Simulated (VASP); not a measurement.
# Ca3S4 (P-43m) in VASP: further runs

Runs on Ca3S4. Level: PBE. Tasks: single point, relaxation of cell and atoms.

Program: VASP 6.6.1. These are calculated values, not measurements. Logs are shortened: lines on timing, memory, paths and dates and some standing lists are left out, and cuts for length are marked.

## Step 1: The cell of the first run

The structure is cubic, space group P-43m (No. 215). The conventional cell has a = 6.515 Å, b = 6.515 Å, c = 6.515 Å, α = 90.00°, β = 90.00°, γ = 90.00°. Ca (site symmetry -42m) has 4 S at 2.72 Å within 3.6 Å. S (site symmetry 3m) has 3 Ca at 2.72 Å within 3.6 Å.

## Step 2: Single point, PBE (atoms taken out)

INCAR

```
PREC = Accurate
ENCUT = 520
EDIFF = 1E-7
ISMEAR = 0
SIGMA = 0.1
LREAL = False
LASPH = True
NELM = 100
ALGO = Normal
ISIF = 2
LWAVE = False
LCHARG = True
GGA = PE
LELF = True
LVHAR = True
NBANDS = 36
```

KPOINTS

```
regular mesh
0
Gamma
  6 6 6
```

POSCAR

```
Ca3S4
1.0
    6.5145915000      0.0000000000      0.0000000000
    0.0000000000      6.5145915000      0.0000000000
    0.0000000000      0.0000000000      6.5145915000
Ca S
3 4
Direct
    0.0000000000      0.0000000000      0.5000000000
    0.0000000000      0.5000000000      0.0000000000
    0.5000000000      0.0000000000      0.0000000000
    0.2154806958      0.2154806958      0.2154806958
    0.2154806958      0.7845193042      0.7845193042
    0.7845193042      0.2154806958      0.7845193042
    0.7845193042      0.7845193042      0.2154806958
```

Potentials or basis: VASP PAW PBE potentials, release 64 (Ca_sv, S).

Started as:

```console
> cat potpaw_PBE.64/Ca_sv/POTCAR potpaw_PBE.64/S/POTCAR > POTCAR
> mpirun -np 1 vasp_std > vasp.out
```

OUTCAR:

```text
PREC = Accurate
   ENCUT = 520
   EDIFF = 1E-7
   ISMEAR = 0
   LREAL = False
   LASPH = True
   NELM = 100
   ISIF = 2
   GGA = PE

 ion  position               nearest neighbor table
   1  0.000  0.000  0.500-   4 2.72   5 2.72   6 2.72   7 2.72
   2  0.000  0.500  0.000-   4 2.72   5 2.72   6 2.72   7 2.72
   3  0.500  0.000  0.000-   4 2.72   5 2.72   6 2.72   7 2.72
   4  0.215  0.215  0.215-   1 2.72   2 2.72   3 2.72
   5  0.215  0.785  0.785-   1 2.72   2 2.72   3 2.72
   6  0.785  0.215  0.785-   1 2.72   2 2.72   3 2.72
   7  0.785  0.785  0.215-   1 2.72   2 2.72   3 2.72

  LATTYP: Found a simple cubic cell.
 ALAT       =     6.5145915000

  Lattice vectors:

 A1 = (   6.5145915000,   0.0000000000,   0.0000000000)
 A2 = (   0.0000000000,   6.5145915000,   0.0000000000)
 A3 = (   0.0000000000,   0.0000000000,   6.5145915000)

Analysis of symmetry for initial positions (statically):
=====================================================================
 Subroutine PRICEL returns:
 Original cell was already a primitive cell.

 Routine SETGRP: Setting up the symmetry group for a
 simple cubic supercell.

 Subroutine GETGRP returns: Found 24 space group operations
 (whereof 24 operations were pure point group operations)
 out of a pool of 48 trial point group operations.

The static configuration has the point symmetry T_d .

Analysis of symmetry for dynamics (positions and initial velocities):
=====================================================================
 Subroutine PRICEL returns:
 Original cell was already a primitive cell.

 Routine SETGRP: Setting up the symmetry group for a
 simple cubic supercell.

 Subroutine GETGRP returns: Found 24 space group operations
 (whereof 24 operations were pure point group operations)
 out of a pool of 48 trial point group operations.

The dynamic configuration has the point symmetry T_d .

 Subroutine INISYM returns: Found 24 space group operations
 (whereof 24 operations are pure point group operations),
 and found     1 'primitive' translations

----------------------------------------------------------------------------------------

                                     Primitive cell

  volume of cell :     276.4786

  direct lattice vectors                    reciprocal lattice vectors
     6.514591500  0.000000000  0.000000000     0.153501566  0.000000000  0.000000000
     0.000000000  6.514591500  0.000000000     0.000000000  0.153501566  0.000000000
     0.000000000  0.000000000  6.514591500     0.000000000  0.000000000  0.153501566

  length of vectors
     6.514591500  6.514591500  6.514591500     0.153501566  0.153501566  0.153501566

  position of ions in fractional coordinates (direct lattice)
     0.000000000  0.000000000  0.500000000
     0.000000000  0.500000000  0.000000000
     0.500000000  0.000000000  0.000000000
     0.215480696  0.215480696  0.215480696
     0.215480696  0.784519304  0.784519304
     0.784519304  0.215480696  0.784519304
     0.784519304  0.784519304  0.215480696

  ion indices of the primitive-cell ions
   primitive index   ion index
                 1           1
                 2           2
                 3           3
                 4           4
                 5           5
                 6           6
                 7           7

----------------------------------------------------------------------------------------

 KPOINTS: regular mesh

Automatic generation of k-mesh.
 Grid dimensions read from file:
 generate k-points for:    6    6    6

 Generating k-lattice:

  Cartesian coordinates                     Fractional coordinates (reciprocal lattice)
     0.025583594  0.000000000  0.000000000     0.166666667  0.000000000  0.000000000
     0.000000000  0.025583594  0.000000000     0.000000000  0.166666667  0.000000000
     0.000000000  0.000000000  0.025583594     0.000000000  0.000000000  0.166666667

  Length of vectors
     0.025583594  0.025583594  0.025583594

  Shift w.r.t. Gamma in fractional coordinates (k-lattice)
     0.000000000  0.000000000  0.000000000

 Subroutine IBZKPT returns following result:
 ===========================================

 Found     20 irreducible k-points:

 Following reciprocal coordinates:
            Coordinates               Weight
  0.000000  0.000000  0.000000      1.000000
  0.166667  0.000000  0.000000      6.000000
  0.333333  0.000000  0.000000      6.000000
  0.500000  0.000000  0.000000      3.000000
  0.166667  0.166667  0.000000     12.000000
  0.333333  0.166667  0.000000     24.000000
[... 12 lines left out ...]
  0.500000  0.500000  0.333333      6.000000
  0.500000  0.500000  0.500000      1.000000
   k-points           NKPTS =     20   k-points in BZ     NKDIM =     20   number of bands    NBANDS=     36
   number of dos      NEDOS =    301   number of ions     NIONS =      7
   total plane-waves  NPLWV = 110592
   dimension x,y,z NGX =    48 NGY =   48 NGZ =   48
   dimension x,y,z NGXF=    96 NGYF=   96 NGZF=   96
   ions per type =               3   4
   NGX,Y,Z   is equivalent  to a cutoff of  12.25, 12.25, 12.25 a.u.
   NGXF,Y,Z  is equivalent  to a cutoff of  24.50, 24.50, 24.50 a.u.
 SYSTEM =  unknown system
   PREC   = accura    normal or accurate (medium, high low for compatibility)
   ISTART =      0    job   : 0-new  1-cont  2-samecut
   ICHARG =      2    charge: 1-file 2-atom 10-const
   ISPIN  =      1    spin polarized calculation?
   LNONCOLLINEAR =      F non collinear calculations
   LSORBIT =      F    spin-orbit coupling
   LASPH  =      T    aspherical Exc in radial PAW
   ENCUT  =  520.0 eV  38.22 Ry    6.18 a.u.  12.11 12.11 12.11*2*pi/ulx,y,z
   NELM   =    100;   NELMIN=  2; NELMDL= -5     # of ELM steps
   EDIFF  = 0.1E-06   stopping-criterion for ELM
   LREAL  =      F    real-space projection
   EDIFFG = 0.1E-05   stopping-criterion for IOM
   NSW    =      0    number of steps for IOM
   IBRION =     -1    ionic relax: 0-MD 1-quasi-New 2-CG
   NFREE  =      0    steps in history (QN), initial steepest desc. (CG)
   ISIF   =      2    stress and relaxation
   ISYM   =      2    0-nonsym 1-usesym 2-fastsym
   POTIM  = 0.5000    time-step for ionic-motion
   TEBEG  =    0.0;   TEEND  =   0.0 temperature during run
   PSTRESS=    0.0 pullay stress
   NELECT =      54.0000    total number of electrons
   NUPDOWN=      -1.0000    fix difference up-down
   EMIN   =  10.00;   EMAX   =-10.00  energy-range for DOS
   EFERMI =   0.00;   METHOD = LEGACY
   ISMEAR =     0;   SIGMA  =   0.10  broadening in eV -4-tet -1-fermi 0-gaus
   EFERMI_NEDOS =   21; number of points for ismear=-14 and -15
   IALGO  =     38    algorithm
   IMIX   =      4    mixing-type and parameters
     AMIX     =   0.40;   BMIX     =  1.00
     AMIX_MAG =   1.60;   BMIX_MAG =  1.00
  volume/ion in A,a.u.               =      39.50       266.54
  Fermi-wavevector in a.u.,A,eV,Ry     =   0.949844  1.794945 12.275222  0.902203
  Thomas-Fermi vector in A             =   2.078165
   LORBIT       =      0    0 simple, 1 ext, 2 COOP (PROOUT), +10 PAW based schemes
   GGA     = PE    functional components
   LHFCALC =     F    Hartree Fock is set to
   AEXX    =    0.0000 exact exchange contribution
   IVDW    =     0    specifies the selected vdW correction
   LEPSILON=     F    determine dielectric tensor
   LRPA    =     F    only Hartree local field effects (RPA)
 non-spin polarized calculation
 Gauss-broadening in eV      SIGMA  =   0.10
  energy-cutoff  :      520.00
  volume of cell :      276.48
 maximum number of plane-waves:      7472
   NGX = 25   NGY = 25   NGZ = 25

 number of electron      54.0000018 magnetization

 Free energy of the ion-electron system (eV)
  ---------------------------------------------------
  ext. energy  EPLUGINS =         0.00000000
  ---------------------------------------------------
  free energy    TOTEN  =       -30.22711227 eV

  energy without entropy =      -30.11033779  energy(sigma->0) =      -30.16872503

 E-fermi :  -0.9763     XC(G=0):  -6.6892

 val. band max:       -0.9788077717   @ k =   0.1667   0.1667   0.0000
 cond. band min:      -0.9761024965   @ k =   0.5000   0.1667   0.0000
 fundamental gap:      0.0027052753
 Fermi energy:        -0.9763400242

 k-point     1 :       0.0000    0.0000    0.0000
  band No.  band energies     occupation
      1     -40.0482      2.00000
      2     -40.0462      2.00000
      3     -40.0462      2.00000
      4     -21.1287      2.00000
      5     -21.1287      2.00000
      6     -21.1287      2.00000
[... 28 lines left out ...]
     35       4.6133      0.00000
     36       4.6133      0.00000

 k-point     2 :       0.1667    0.0000    0.0000
  band No.  band energies     occupation
      1     -40.0481      2.00000
      2     -40.0463      2.00000
      3     -40.0462      2.00000
      4     -21.1282      2.00000
      5     -21.1282      2.00000
      6     -21.1273      2.00000
[... 28 lines left out ...]
     35       4.5404      0.00000
     36       4.5775      0.00000

 k-point     3 :       0.3333    0.0000    0.0000
  band No.  band energies     occupation
      1     -40.0478      2.00000
      2     -40.0466      2.00000
      3     -40.0462      2.00000
      4     -21.1271      2.00000
      5     -21.1271      2.00000
      6     -21.1244      2.00000
[... 28 lines left out ...]
     35       4.3331      0.00000
     36       4.5151      0.00000

 k-point     4 :       0.5000    0.0000    0.0000
  band No.  band energies     occupation
      1     -40.0475      2.00000
      2     -40.0468      2.00000
      3     -40.0462      2.00000
      4     -21.1265      2.00000
      5     -21.1265      2.00000
      6     -21.1228      2.00000
[... 28 lines left out ...]
     35       4.2576      0.00000
     36       4.4893      0.00000

 k-point     5 :       0.1667    0.1667    0.0000
  band No.  band energies     occupation
      1     -40.0480      2.00000
      2     -40.0463      2.00000
      3     -40.0462      2.00000
      4     -21.1285      2.00000
      5     -21.1276      2.00000
      6     -21.1260      2.00000
[... 499 lines left out ...]
 k-point    18 :       0.5000    0.3333    0.3333
  band No.  band energies     occupation
      1     -40.0470      2.00000
      2     -40.0468      2.00000
      3     -40.0467      2.00000
      4     -21.1307      2.00000
      5     -21.1297      2.00000
      6     -21.1286      2.00000
[... 28 lines left out ...]
     35       4.5133      0.00000
     36       4.6529      0.00000

 k-point    19 :       0.5000    0.5000    0.3333
  band No.  band energies     occupation
      1     -40.0468      2.00000
      2     -40.0468      2.00000
      3     -40.0468      2.00000
      4     -21.1318      2.00000
      5     -21.1298      2.00000
      6     -21.1298      2.00000
[... 28 lines left out ...]
     35       4.4928      0.00000
     36       4.7555      0.00000

 k-point    20 :       0.5000    0.5000    0.5000
  band No.  band energies     occupation
      1     -40.0468      2.00000
      2     -40.0468      2.00000
      3     -40.0468      2.00000
      4     -21.1313      2.00000
      5     -21.1313      2.00000
      6     -21.1313      2.00000
[... 28 lines left out ...]
     35       4.6231      0.00000
     36       4.7453      0.00000

------------------------ aborting loop because EDIFF is reached ----------------------------------------

  FORCE on cell =-STRESS in cart. coord.  units (eV):
  Direction    XX          YY          ZZ          XY          YZ          ZX
  --------------------------------------------------------------------------------------
  -------------------------------------------------------------------------------------
  Total        0.1307547      0.1307547      0.1307547      0.0000000      0.0000000      0.0000000
  in kB        0.7577160      0.7577160      0.7577160      0.0000000      0.0000000      0.0000000
  external PRESSURE =       0.7577160 kB  Pullay stress =       0.0000000 kB

 VOLUME and BASIS-vectors are now :
 -----------------------------------------------------------------------------
  energy-cutoff  :      520.00
  volume of cell :      276.48
      direct lattice vectors                 reciprocal lattice vectors
     6.514591500  0.000000000  0.000000000     0.153501566  0.000000000  0.000000000
     0.000000000  6.514591500  0.000000000     0.000000000  0.153501566  0.000000000
     0.000000000  0.000000000  6.514591500     0.000000000  0.000000000  0.153501566

 POSITION                                       TOTAL-FORCE (eV/Angst)
 -----------------------------------------------------------------------------------
      0.00000      0.00000      3.25730        -0.000000     -0.000000      0.000000
      0.00000      3.25730      0.00000        -0.000000     -0.000000      0.000000
      3.25730      0.00000      0.00000        -0.000000     -0.000000      0.000000
      1.40377      1.40377      1.40377         0.006385      0.006385      0.006385
      1.40377      5.11082      5.11082         0.006385     -0.006385     -0.006385
      5.11082      1.40377      5.11082        -0.006385      0.006385     -0.006385
      5.11082      5.11082      1.40377        -0.006385     -0.006385      0.006385
 -----------------------------------------------------------------------------------
    total drift:                                0.000000      0.000000      0.000000

  FREE ENERGIE OF THE ION-ELECTRON SYSTEM (eV)
  ---------------------------------------------------
  free  energy   TOTEN  =       -30.2271122698 eV

  energy  without entropy=      -30.1103377920  energy(sigma->0) =      -30.16872503
```

Wall time 2 min (1 thread of Intel Xeon 6975P-C (Granite Rapids), shared host); peak memory 0.41 GiB.

What came out:

```
Free energy            : -30.2271 eV
Pressure               : 0.1 GPa
Largest force          : 0.011 eV/Å
Band gap on the k mesh : zero (bands 27 and 28 overlap by 0.09 eV)
```

Forces in eV/Å, atoms in the order of the input:
```
Ca   0.000  0.000  0.000
Ca   0.000  0.000  0.000
Ca   0.000  0.000  0.000
S    0.006  0.006  0.006
S    0.006 -0.006 -0.006
S   -0.006  0.006 -0.006
S   -0.006 -0.006  0.006
```

Levels at points of the mesh, in eV from the Fermi level:
| k point | band 24 | band 25 | band 26 | band 27 | band 28 | band 29 | band 30 | band 31 |
| --- | --- | --- | --- | --- | --- | --- | --- | --- |
| (0.00, 0.00, 0.00) | -0.53 | -0.53 | 0.03 | 0.03 | 0.03 | 3.63 | 4.30 | 4.30 |
| (0.50, 0.00, 0.00) | -0.56 | -0.56 | -0.33 | 0.02 | 0.02 | 4.45 | 4.45 | 4.52 |
| (0.50, 0.50, 0.00) | -0.59 | -0.58 | -0.10 | -0.07 | -0.07 | 4.67 | 4.90 | 4.90 |
| (0.50, 0.50, 0.50) | -0.46 | -0.46 | 0.02 | 0.02 | 0.02 | 4.95 | 4.95 | 4.95 |

Caveat: the cell differs from its parent crystal (atoms taken out); semilocal functionals underestimate gaps, so a narrow gap can read as zero.

[end of part 1 of 2]
